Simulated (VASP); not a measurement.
KBr, 2 atoms in the cell. Symmetry: Fm-3m, No. 225, cubic system. The conventional cell has a = 6.600 Å, b = 6.600 Å, c = 6.600 Å, α = 90.00°, β = 90.00°, γ = 90.00°. Within 4.3 Å of Br (site symmetry m-3m) lie 6 K at 3.30 Å. Within 4.3 Å of K (site symmetry m-3m) lie 6 Br at 3.30 Å. 

- Program: VASP 6.6.1
- Task: single point
- Functional: RPBE
- Potentials or basis: VASP PAW PBE potentials, release 64 (Br, K_sv)
- Cutoff: 520 eV
- k mesh: 7 × 7 × 7
- Occupations: fermi-dirac, width 0.05 eV
- Spin: no spin polarisation
- Dipole correction: no
- Further INCAR settings: ALGO = Normal; EDIFF = 1e-06; NBANDS = 15

Potentials or basis: VASP PAW PBE potentials, release 64 (Br, K_sv).

Launch:

```sh
$ cat potpaw_PBE.64/Br/POTCAR potpaw_PBE.64/K_sv/POTCAR > POTCAR
$ mpirun -np 1 vasp_std > vasp.out
```

Hardware: 1 thread of Intel(R) Xeon(R) 6975P-C (Granite Rapids), with other jobs on the host.

Problem. Estimate the wall time of this run.

Solution. Wall time 9.1 s on 1 thread of Intel(R) Xeon(R) 6975P-C (Granite Rapids) (shared host), peak memory 0.21 GiB. Counts: scf iterations 13, k points 20.
